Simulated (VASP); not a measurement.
Set up this calculation in VASP 6.6.1, as the native input.

* Task: relaxation of cell and atoms
* Functional: LDA
* Potentials or basis: VASP PAW LDA potentials, release 64 (Al, N)
* Cutoff: 600 eV
* k mesh: 9 × 9 × 6
* Occupations: gaussian, width 0.02 eV
* Spin: no spin polarisation
* Dipole correction: no
* Further INCAR settings: ALGO = Normal; EDIFF = 1e-06; IBRION = 2; EDIFFG = -0.005; NSW = 100; ISIF = 3

The structure of AlN lies in POSCAR:

```
AlN
1.0
    3.1110021516      0.0000000000      0.0000000000
   -1.5555010758      2.6942068945      0.0000000000
    0.0000000000      0.0000000000      4.9780000000
Al N
2 2
Direct
    0.3333333333      0.6666666667      0.0000000000
    0.6666666667      0.3333333333      0.5000000000
    0.3333333333      0.6666666667      0.3850000000
    0.6666666667      0.3333333333      0.8850000000
```

One way to write it, as run:

INCAR

```
SYSTEM = AlN
PREC     = Accurate       ! precision mode
ENCUT    = 600            ! plane-wave cutoff, eV
EDIFF    = 1E-6           ! SCF threshold, eV
ISMEAR   = 0              ! smearing method
SIGMA    = 0.02           ! smearing width, eV
LREAL    = .False.        ! projectors in reciprocal space
LASPH    = .True.         ! aspherical terms in the spheres
NELM     = 100            ! most SCF steps
ALGO     = Normal         ! electronic algorithm
ISIF     = 3              ! what is computed and relaxed
LWAVE    = .False.        ! write WAVECAR
LCHARG   = .False.        ! write CHGCAR
IBRION   = 2              ! ionic algorithm
NSW      = 100            ! ionic steps
EDIFFG   = -0.005         ! ionic threshold
```

KPOINTS

```
Automatic mesh
0
Gamma
  9 9 6
  0 0 0
```

Potentials or basis: VASP PAW LDA potentials, release 64 (Al, N).

The run is started by

```console
$ cat potpaw_LDA.64/Al/POTCAR potpaw_LDA.64/N/POTCAR > POTCAR
$ mpirun -np 1 vasp_std > vasp.out
```

It gave:

```yaml
Relaxed_volume: 10.24 Å³/atom
Relaxed_cell: a = 3.091 Å, b = 3.091 Å, c = 4.948 Å, α = 90.00°, β = 90.00°, γ = 120.00°
Space_group_after_relaxing_to_0.05_Å: P6_3mc (No. 186)
Energy_gained_by_relaxing: 3.1 meV/atom
Ionic_steps: 8
Pressure_after_relaxing: 0.0 GPa
Band_gap_on_the_k_mesh: 4.40 eV, direct
```

Wall time 38 s on 1 thread of Intel(R) Xeon(R) 6975P-C (Granite Rapids) (shared host), peak memory 0.16 GiB.
